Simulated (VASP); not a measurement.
# Y (P6_3/mmc) in VASP: a series of runs

Runs on Y. Level: PBE. Tasks: relaxation of cell and atoms, single point.

Program: VASP 6.6.1. These are calculated values, not measurements. Logs are shortened: lines on timing, memory, paths and dates and some standing lists are left out, and cuts for length are marked.

### Step 1. The cell of the first run

The structure is hexagonal, space group P6_3/mmc (No. 194). Conventional cell: a = 3.566 Å, b = 3.566 Å, c = 11.464 Å, α = 90.00°, β = 90.00°, γ = 120.00°. Within 4.6 Å of Y (site symmetry -3m) lie 12 Y at 3.53 to 3.57 Å. Within 4.6 Å of Y (site symmetry -6m2) lie 12 Y at 3.53 to 3.57 Å.

### Step 2. Relaxation of cell and atoms, PBE, target pressure 3 GPa, at which the enthalpy is minimised

The input, INCAR:

```
SYSTEM = Y
  PREC = Accurate
  ENCUT = 600
  EDIFF = 1E-6
  ISMEAR = 0
  SIGMA = 0.1
  LREAL = .FALSE.
  LASPH = .TRUE.
  NELM = 100
  ALGO = Fast
  ISIF = 3
  LWAVE = .FALSE.
  LCHARG = .FALSE.
  GGA = PE
  IBRION = 2
  NSW = 70
  EDIFFG = -0.008
  PSTRESS = 30.0
```

The input, KPOINTS:

```
regular mesh
0
G
  15 15 4
  0 0 0
```

The input, POSCAR:

```
Y
1.0
    3.5655308319      0.0000000000      0.0000000000
   -1.7827654159      3.0878402784      0.0000000000
    0.0000000000      0.0000000000     11.4639643440
Y
4
Direct
    0.0000000000      0.0000000000      0.0000000000
    0.3333333333      0.6666666667      0.2500000000
    0.0000000000      0.0000000000      0.5000000000
    0.6666666667      0.3333333333      0.7500000000
```

Potentials or basis: VASP PAW PBE potentials, release 64 (Y_sv).

On the command line:

```
$ cat potpaw_PBE.64/Y_sv/POTCAR > POTCAR
$ mpirun -np 1 vasp_std > vasp.out
```

OUTCAR:

```text
SYSTEM = Y
   PREC = Accurate
   ENCUT = 600
   EDIFF = 1E-6
   ISMEAR = 0
   LREAL = .FALSE.
   LASPH = .TRUE.
   NELM = 100
   ISIF = 3
   GGA = PE
   IBRION = 2
   NSW = 70
   EDIFFG = -0.008
   PSTRESS = 30.0

 ion  position               nearest neighbor table
   1  0.000  0.000  0.000-   2 3.53   4 3.53   2 3.53   4 3.53   4 3.53   2 3.53
   2  0.333  0.667  0.250-   1 3.53   3 3.53   1 3.53   3 3.53   1 3.53   3 3.53
   3  0.000  0.000  0.500-   2 3.53   4 3.53   2 3.53   4 3.53   4 3.53   2 3.53
   4  0.667  0.333  0.750-   1 3.53   3 3.53   1 3.53   3 3.53   1 3.53   3 3.53

  LATTYP: Found a hexagonal cell.
 ALAT       =     3.5655308319
 C/A-ratio  =     3.2152195240

  Lattice vectors:

 A1 = (   3.5655308319,   0.0000000000,   0.0000000000)
 A2 = (  -1.7827654159,   3.0878402784,   0.0000000000)
 A3 = (   0.0000000000,   0.0000000000,  11.4639643440)

Analysis of symmetry for initial positions (statically):
=====================================================================
 Subroutine PRICEL returns:
 Original cell was already a primitive cell.

 Routine SETGRP: Setting up the symmetry group for a
 hexagonal supercell.

 Subroutine GETGRP returns: Found 24 space group operations
 (whereof 12 operations were pure point group operations)
 out of a pool of 24 trial point group operations.

The static configuration has the point symmetry D_3d.
 The point group associated with its full space group is D_6h.

Analysis of symmetry for dynamics (positions and initial velocities):
=====================================================================
 Subroutine PRICEL returns:
 Original cell was already a primitive cell.

 Routine SETGRP: Setting up the symmetry group for a
 hexagonal supercell.

 Subroutine GETGRP returns: Found 24 space group operations
 (whereof 12 operations were pure point group operations)
 out of a pool of 24 trial point group operations.

The dynamic configuration has the point symmetry D_3d.
 The point group associated with its full space group is D_6h.

 Subroutine INISYM returns: Found 24 space group operations
 (whereof 12 operations are pure point group operations),
 and found     1 'primitive' translations

----------------------------------------------------------------------------------------

                                     Primitive cell

  volume of cell :     126.2158

  direct lattice vectors                    reciprocal lattice vectors
     3.565530832  0.000000000  0.000000000     0.280463148  0.161925474  0.000000000
    -1.782765416  3.087840278  0.000000000     0.000000000  0.323850948  0.000000000
     0.000000000  0.000000000 11.463964344     0.000000000  0.000000000  0.087229860

  length of vectors
     3.565530832  3.565530832 11.463964344     0.323850948  0.323850948  0.087229860

[... 71 lines left out ...]
   ions per type =               4
   NGX,Y,Z   is equivalent  to a cutoff of  13.06, 13.06, 13.92 a.u.
   NGXF,Y,Z  is equivalent  to a cutoff of  26.11, 26.11, 27.84 a.u.
 SYSTEM =  Y
   PREC   = accura    normal or accurate (medium, high low for compatibility)
   ISTART =      0    job   : 0-new  1-cont  2-samecut
   ICHARG =      2    charge: 1-file 2-atom 10-const
   ISPIN  =      1    spin polarized calculation?
   LNONCOLLINEAR =      F non collinear calculations
   LSORBIT =      F    spin-orbit coupling
   LASPH  =      T    aspherical Exc in radial PAW
   ENCUT  =  600.0 eV  44.10 Ry    6.64 a.u.   7.12  7.12 22.90*2*pi/ulx,y,z
   NELM   =    100;   NELMIN=  2; NELMDL= -5     # of ELM steps
   EDIFF  = 0.1E-05   stopping-criterion for ELM
   LREAL  =      F    real-space projection
   EDIFFG = -.8E-02   stopping-criterion for IOM
   NSW    =     70    number of steps for IOM
   IBRION =      2    ionic relax: 0-MD 1-quasi-New 2-CG
   NFREE  =      1    steps in history (QN), initial steepest desc. (CG)
   ISIF   =      3    stress and relaxation
   ISYM   =      2    0-nonsym 1-usesym 2-fastsym
   POTIM  = 0.5000    time-step for ionic-motion
   TEBEG  =    0.0;   TEEND  =   0.0 temperature during run
   PSTRESS=   30.0 pullay stress
   NELECT =      44.0000    total number of electrons
   NUPDOWN=      -1.0000    fix difference up-down
   EMIN   =  10.00;   EMAX   =-10.00  energy-range for DOS
   EFERMI =   0.00;   METHOD = LEGACY
   ISMEAR =     0;   SIGMA  =   0.10  broadening in eV -4-tet -1-fermi 0-gaus
   EFERMI_NEDOS =   21; number of points for ismear=-14 and -15
   IALGO  =     68    algorithm
   IMIX   =      4    mixing-type and parameters
     AMIX     =   0.40;   BMIX     =  1.00
     AMIX_MAG =   1.60;   BMIX_MAG =  1.00
  volume/ion in A,a.u.               =      31.55       212.94
  Fermi-wavevector in a.u.,A,eV,Ry     =   1.152182  2.177308 18.062054  1.327523
  Thomas-Fermi vector in A             =   2.288835
   LORBIT       =      0    0 simple, 1 ext, 2 COOP (PROOUT), +10 PAW based schemes
   GGA     = PE    functional components
   LHFCALC =     F    Hartree Fock is set to
   AEXX    =    0.0000 exact exchange contribution
   IVDW    =     0    specifies the selected vdW correction
   LEPSILON=     F    determine dielectric tensor
   LRPA    =     F    only Hartree local field effects (RPA)
 conjugate gradient relaxation of ions
 non-spin polarized calculation
 RMM-DIIS sequential band-by-band and
 Gauss-broadening in eV      SIGMA  =   0.10
  energy-cutoff  :      600.00
  volume of cell :      126.22
 maximum number of plane-waves:      4248
   NGX = 15   NGY = 15   NGZ = 45

--------------------------------------- Ionic step        1  -------------------------------------------

 number of electron      44.0000002 magnetization

 Free energy of the ion-electron system (eV)
  ---------------------------------------------------
  ext. energy  EPLUGINS =         0.00000000
  ---------------------------------------------------
  free energy    TOTEN  =       -25.70542662 eV

  energy without entropy =      -25.67330130  energy(sigma->0) =      -25.68936396

 E-fermi :   3.2328     XC(G=0):  -9.5805

 val. band max:        3.2307572289   @ k =   0.2000   0.0000   0.2500
 cond. band min:       3.2449473921   @ k =   0.2667   0.2000   0.2500
 fundamental gap:      0.0141901632
 Fermi energy:         3.2327639027

 k-point     1 :       0.0000    0.0000    0.0000
  band No.  band energies     occupation
      1     -39.3698      2.00000
      2     -39.3338      2.00000
      3     -39.3265      2.00000
      4     -39.2901      2.00000
      5     -19.6819      2.00000
      6     -19.3788      2.00000
[... 886 lines left out ...]
--------------------------------------- Ionic step        6  -------------------------------------------

 number of electron      43.9999999 magnetization

 Free energy of the ion-electron system (eV)
  ---------------------------------------------------
  ext. energy  EPLUGINS =         0.00000000
  ---------------------------------------------------
  free energy    TOTEN  =       -25.64085411 eV

  energy without entropy =      -25.61025615  energy(sigma->0) =      -25.62555513

 E-fermi :   3.4474     XC(G=0):  -9.7474

 val. band max:        3.4463551565   @ k =   0.4000   0.0667   0.2500
 cond. band min:       3.4524484002   @ k =   0.4667  -0.0000   0.2500
 fundamental gap:      0.0060932437
 Fermi energy:         3.4474449243

 k-point     1 :       0.0000    0.0000    0.0000
  band No.  band energies     occupation
      1     -39.0564      2.00000
      2     -39.0115      2.00000
      3     -39.0069      2.00000
      4     -38.9615      2.00000
      5     -19.4256      2.00000
      6     -19.0765      2.00000
[... 722 lines left out ...]
  energy  without entropy=      -25.6102561516  energy(sigma->0) =      -25.62555513

  enthalpy is  TOTEN    =       -23.3754582626 eV   P V=        2.2653958438

 reached required accuracy - stopping structural energy minimisation
```

OSZICAR:

```text
N       E                     dE             d eps       ncg     rms          rms(c)
DAV:   1     0.250913442301E+03    0.25091E+03   -0.24420E+04  4212   0.181E+03
DAV:   2    -0.185186793618E+01   -0.25277E+03   -0.24941E+03  4756   0.396E+02
DAV:   3    -0.246790957191E+02   -0.22827E+02   -0.22279E+02  6926   0.643E+01
[... 85 lines left out ...]
DAV:   1    -0.256408810552E+02    0.13138E-03   -0.16980E-03  4534   0.270E-01    0.293E-02
RMM:   2    -0.256408606899E+02    0.20365E-04   -0.38089E-05  4604   0.397E-02    0.160E-02
RMM:   3    -0.256408524388E+02    0.82511E-05   -0.31385E-05  5037   0.310E-02    0.110E-02
RMM:   4    -0.256408540609E+02   -0.16221E-05   -0.69613E-06  3691   0.110E-02    0.528E-03
RMM:   5    -0.256408541064E+02   -0.45507E-07   -0.39386E-06  3281   0.813E-03
   6 F= -.23375458E+02 E0= -.23360159E+02  d E =-.153565E-04
```

CONTCAR:

```text
Y
   1.00000000000000
     3.5143640604974200    0.0000000000030577   -0.0000000000000000
    -1.7571820301967793    3.0435285545340167    0.0000000000000000
    -0.0000000000000000    0.0000000000000000   11.3112160420012664
  Y
     4
Direct
     0.0000000000000000    0.0000000000000000    0.0000000000000000
     0.3333333332999970    0.6666666667000030    0.2500000000000000
     0.0000000000000000    0.0000000000000000    0.5000000000000000
     0.6666666667000030    0.3333333332999970    0.7500000000000000

  0.00000000E+00  0.00000000E+00  0.00000000E+00
  0.00000000E+00  0.00000000E+00  0.00000000E+00
  0.00000000E+00  0.00000000E+00  0.00000000E+00
  0.00000000E+00  0.00000000E+00  0.00000000E+00
```

Run time: 19 min. Hardware: 1 thread of Intel Xeon 6975P-C (Granite Rapids), shared host; peak memory 0.49 GiB.

Results:

```yaml
Free_energy: -25.6409 eV
Relaxed_volume: 30.25 Å³/atom
Relaxed_cell: a = 3.514 Å, b = 3.514 Å, c = 11.311 Å, α = 90.00°, β = 90.00°, γ = 120.00°
Space_group_after_relaxing_to_0.1_Å: P6_3/mmc (No. 194)
Energy_change_on_relaxing_the_run_minimises_the_enthalpy: +16.1 meV/atom
Ionic_steps: 6
Pressure_after_relaxing: 3.0 GPa
Band_gap_on_the_k_mesh: zero (bands 22 and 23 overlap by 1.28 eV)
```

Step by step:
| step | energy change (eV) | largest force (eV/Å) | pressure (GPa) | volume (Å³) |
| --- | --- | --- | --- | --- |
| 1 | 0.0000 | 0.0000 | 1.05 | 126.22 |
| 2 | 0.0986 | 0.0000 | 3.66 | 119.33 |
| 3 | 0.0662 | 0.0000 | 3.01 | 120.90 |
| 4 | 0.0642 | 0.0000 | 2.92 | 121.00 |
| 5 | 0.0644 | 0.0000 | 2.96 | 120.99 |
| 6 | 0.0646 | 0.0000 | 2.96 | 120.99 |

Final structure:
```
Y
1.0
     3.51436    0.00000    0.00000
    -1.75718    3.04353    0.00000
     0.00000    0.00000   11.31122
Y
4
Direct
  0.00000 0.00000 0.00000
  0.33333 0.66667 0.25000
  0.00000 0.00000 0.50000
  0.66667 0.33333 0.75000
```

Caveat: the cell is relaxed towards a set pressure, so the run minimises the enthalpy, not the energy.

### Step 3. Relaxation of cell and atoms, PBE

This run uses another cell than the first one, of 34.02 Å³/atom.

The input, INCAR:

```
ALGO = Fast
EDIFF = 1E-6
EDIFFG = -0.005
ENCUT = 600
GGA = PE
IBRION = 2
ISIF = 3
ISMEAR = 0
LASPH = T
LCHARG = F
LREAL = F
LWAVE = F
NELM = 80
NSW = 100
PREC = Accurate
SIGMA = 0.1
```

The input, KPOINTS:

```
k-points
0
Gamma
  12 12 4
```

The input, POSCAR:

```
Y
1.0
    3.6425441402      0.0000000000      0.0000000000
   -1.8212720701      3.1545357598      0.0000000000
    0.0000000000      0.0000000000     11.8441303500
Y
4
Direct
    0.0000000000      0.0000000000      0.0000000000
    0.3333333300      0.6666666700      0.2500000000
    0.0000000000      0.0000000000      0.5000000000
    0.6666666700      0.3333333300      0.7500000000
```

Potentials or basis: VASP PAW PBE potentials, release 64 (Y_sv).

On the command line:

```
$ cat potpaw_PBE.64/Y_sv/POTCAR > POTCAR
$ mpirun -np 1 vasp_std > vasp.out
```

Run time: 20 min. Hardware: 1 thread of Intel Xeon 6975P-C (Granite Rapids), shared host; peak memory 0.45 GiB.

The run converged. Its results:

```
Free energy                           : -25.7162 eV
Relaxed volume                        : 32.38 Å³/atom
Relaxed cell                          : a = 3.595 Å, b = 3.595 Å, c = 11.574 Å, α = 90.00°, β = 90.00°, γ = 120.00°
Space group after relaxing (to 0.1 Å) : P6_3/mmc (No. 194)
Energy gained by relaxing             : 10.2 meV/atom
Ionic steps                           : 11
Pressure after relaxing               : 0.0 GPa
Band gap on the k mesh                : zero (bands 22 and 23 overlap by 1.19 eV)
```

The path:
| step | energy change (eV) | largest force (eV/Å) | pressure (GPa) | volume (Å³) |
| --- | --- | --- | --- | --- |
| 1 | 0.0000 | 0.0000 | -1.81 | 136.10 |
| 2 | -0.0399 | 0.0000 | 0.29 | 128.64 |
| 3 | -0.0405 | 0.0000 | 0.01 | 129.47 |
| 4 | -0.0405 | 0.0000 | 0.05 | 129.34 |
| 5 | -0.0407 | 0.0000 | 0.02 | 129.38 |
| 6 | -0.0407 | 0.0000 | 0.03 | 129.39 |
| 7 | -0.0407 | 0.0000 | 0.04 | 129.40 |
| 8 | -0.0407 | 0.0000 | 0.02 | 129.42 |
| 9 | -0.0407 | 0.0000 | 0.02 | 129.41 |
| 10 | -0.0407 | 0.0000 | 0.03 | 129.41 |
| 11 | -0.0407 | 0.0000 | -0.01 | 129.52 |

Final structure:
```
Y
1.0
     3.59471    0.00000    0.00000
    -1.79736    3.11311    0.00000
     0.00000    0.00000   11.57408
Y
4
Direct
  0.00000 0.00000 0.00000
  0.33333 0.66667 0.25000
  0.00000 0.00000 0.50000
  0.66667 0.33333 0.75000
```

Levels at points of the mesh, in eV from the Fermi level:
```
           k point  band 20  band 21  band 22  band 23  band 24  band 25
(0.00, 0.00, 0.00)    -1.94     0.73     0.78     0.84     1.62     1.62
(0.50, 0.00, 0.00)    -1.21    -0.54    -0.46    -0.30     0.40     0.78
(0.00, 0.00, 0.50)    -2.30     0.55     0.55     1.50     1.50     1.74
(0.50, 0.00, 0.50)    -1.49    -0.64    -0.64     0.25     0.25     1.29
```

### Step 4. Single point, PBE (equal strain along all axes, cell held: +6.0 %)

The input, INCAR:

```
PREC = Accurate ; ENCUT = 520
EDIFF = 1E-6 ; ISMEAR = 0
SIGMA = 0.1 ; LREAL = F
LASPH = T ; NELM = 80
ALGO = Fast ; ISIF = 2
LWAVE = F ; LCHARG = F
GGA = PE ; NBANDS = 30
```

The input, KPOINTS:

```
regular mesh
0
Gamma
  18 18 6
```

The input, POSCAR:

```
Y
1.0
    3.8141250121      0.0000000000      0.0000000000
   -1.9070625061      3.3031291537      0.0000000000
    0.0000000000      0.0000000000     12.2785871260
Y
4
Direct
    0.0000000000      0.0000000000      0.0000000000
    0.3333333333      0.6666666667      0.2500000000
    0.0000000000      0.0000000000      0.5000000000
    0.6666666667      0.3333333333      0.7500000000
```

On the command line:

```
$ cat potpaw_PBE.64/Y_sv/POTCAR > POTCAR
$ mpirun -np 1 vasp_std > vasp.out
```

Wall time 10 min (1 thread of Intel Xeon 6975P-C (Granite Rapids), shared host); peak memory 0.65 GiB.

Results (log left out):

```yaml
Free_energy: -25.2488 eV
Pressure: -5.2 GPa
Band_gap_on_the_k_mesh: zero (bands 22 and 23 overlap by 1.07 eV)
```

Stress tensor (GPa, compression positive):
```
-5.16  0.00  0.00
 0.00 -5.16  0.00
 0.00  0.00 -5.41
```

Levels at points of the mesh, in eV from the Fermi level:
```csv
k point,band 20,band 21,band 22,band 23,band 24,band 25
"(0.00, 0.00, 0.00)",-1.72,0.33,0.72,0.77,1.47,1.47
"(0.50, 0.00, 0.00)",-1.10,-0.45,-0.33,-0.26,0.19,0.76
"(0.00, 0.00, 0.50)",-2.19,0.35,0.35,1.36,1.36,1.56
"(0.50, 0.00, 0.50)",-1.22,-0.42,-0.42,0.02,0.02,1.04
```

Caveat: the cell differs from its parent crystal (equal strain along all axes, cell held: +6.0 %); the cell stands under tension.

### Step 5. Overview

```csv
task,cell,k mesh,cutoff (eV),gap on the mesh (eV),pressure (GPa)
relaxation of cell and atoms,"relaxed to 3 GPa from a = 3.566, b = 3.566, c = 11.464 Å, angles 90.0, 90.0, 120.0°, 4 atoms",15 × 15 × 4,600,none,3.0
relaxation of cell and atoms,"relaxed from a = 3.643, b = 3.643, c = 11.844 Å, angles 90.0, 90.0, 120.0°, 4 atoms",12 × 12 × 4,600,none,0.0
single point,"a = 3.814, b = 3.814, c = 12.279 Å, angles 90.0, 90.0, 120.0°, 4 atoms",18 × 18 × 6,520,none,-5.2
```

Alike in all rows: level PBE; potentials or basis VASP PAW PBE potentials, release 64 (Y_sv); no spin polarisation; smearing gaussian 0.1 eV.

Caveats: the cell is relaxed towards a set pressure, so the run minimises the enthalpy, not the energy (at least some runs); the cell stands under tension (at least some runs).

Absolute energies hang on the potentials; compare differences alone.
